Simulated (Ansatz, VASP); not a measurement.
**BaTiO3: VASP beside Ansatz**

```
CELL_PARAMETERS angstrom
3.97222 0.00000 0.00000
0.00000 3.97222 0.00000
0.00000 0.00000 4.11280
ATOMIC_POSITIONS crystal
Ba 0.00000 0.00000 0.99559
Ti 0.50000 0.50000 0.47749
O 0.50000 0.50000 0.03460
O 0.50000 0.00000 0.51766
O 0.00000 0.50000 0.51766
```

Alike in both runs: functional r2SCAN; k mesh 8 × 8 × 8; occupations gaussian, width 0.02 eV; no spin polarisation.

Ansatz relaxed the structure, and its values are those at the end. VASP's run is a single point on that final structure, the one shown.

|  | VASP | Ansatz |
| --- | --- | --- |
| version | VASP 6.6.1 | Ansatz 0.2.0 |
| potentials or method | VASP PAW PBE potentials, release 64 (Ba_sv, Ti_sv, O_h), cutoff 910 eV | scalar-relativistic, plane waves, PAW |
| valence electrons in the cell | 40 | 40 |

Ansatz gave:

```
gap on the k mesh at the Fermi level (eV) : 2.23
least direct gap on the mesh (eV)         : 2.70
rms of the force components (eV/Å)        : 0.000
```

Q: Estimate VASP's values.

A: gap on the k mesh at the Fermi level (eV): 2.22; least direct gap on the mesh (eV): 2.72; rms of the force components (eV/Å): 0.046.

VASP's potentials were made for PBE, not for r2SCAN. With one functional, cell and mesh, what is left measures potentials, basis and numerics.

Neither program's run includes spin-orbit coupling. Noted on VASP's run: the cutoff is short for stress, so the pressure is rough.
